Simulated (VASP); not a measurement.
Write the native input for VASP 6.6.1 that does the following.

- Task: single point
- Functional: r2SCAN
- Potentials or basis: VASP PAW PBE potentials, release 64 (Mg)
- Cutoff: 520 eV
- k mesh: 18 × 18 × 16
- Occupations: gaussian, width 0.15 eV
- Spin: no spin polarisation
- Dipole correction: no
- Further INCAR settings: ALGO = Normal; EDIFF = 1e-06; NBANDS = 7

The system is Mg.

```xyz
1
Lattice="2.8978 0.0000 0.0000 -1.4489 2.5096 0.0000 0.0000 0.0000 2.8926" Properties=species:S:1:pos:R:3 pbc="T T T"
Mg    0.0000    0.0000    0.0000
```

This cell differs from its parent crystal: strain -0.050 along x and y, -0.050 along z.

The input as run:

POSCAR

```
Mg
1.0
    2.8977848105      0.0000000000      0.0000000000
   -1.4488924053      2.5095552606      0.0000000000
    0.0000000000      0.0000000000      2.8925956915
Mg
1
Direct
    0.0000000000      0.0000000000      0.0000000000
```

INCAR.step1

```
SYSTEM = Mg
PREC = Accurate ; ENCUT = 520
ISMEAR = 0 ; SIGMA = 0.15
LREAL = .False. ; LASPH = .True.
NELM = 80 ; NBANDS = 7
GGA = PE ; ALGO = Normal
EDIFF = 1E-4 ; LWAVE = .True.
LCHARG = .False.
```

INCAR.step2

```
SYSTEM = Mg
PREC = Accurate ; ENCUT = 520
EDIFF = 1E-6 ; ISMEAR = 0
SIGMA = 0.15 ; LREAL = .False.
LASPH = .True. ; NELM = 80
ALGO = Normal ; ISIF = 2
LWAVE = .False. ; LCHARG = .True.
METAGGA = R2SCAN ; LMIXTAU = .True.
LELF = .True. ; LVHAR = .True.
NBANDS = 7 ; ISTART = 1
```

KPOINTS

```
Automatic mesh
0
Gamma
  18 18 16
  0 0 0
```

Potentials or basis: VASP PAW PBE potentials, release 64 (Mg).

The run is started by

```bash
$ cat potpaw_PBE.64/Mg/POTCAR > POTCAR
$ cp INCAR.step1 INCAR
$ mpirun -np 1 vasp_std > vasp.out
$ cp INCAR.step2 INCAR
$ mpirun -np 1 vasp_std > vasp.out
```

It gave:

```json
{
 "Pressure": "7.1 GPa",
 "Band gap on the k mesh": "zero (band 1 reaches 6.72 eV, above the bottom of band 2 at 0.02 eV)"
}
```

Caveat: the cell differs from its parent crystal (strain -0.050 along x and y, -0.050 along z); the PAW data sets were made with another functional, which shifts forces and pressure a little.

It took 70 s on 1 thread of Intel Xeon 6975P-C, on a shared host, peak memory 0.18 GiB.
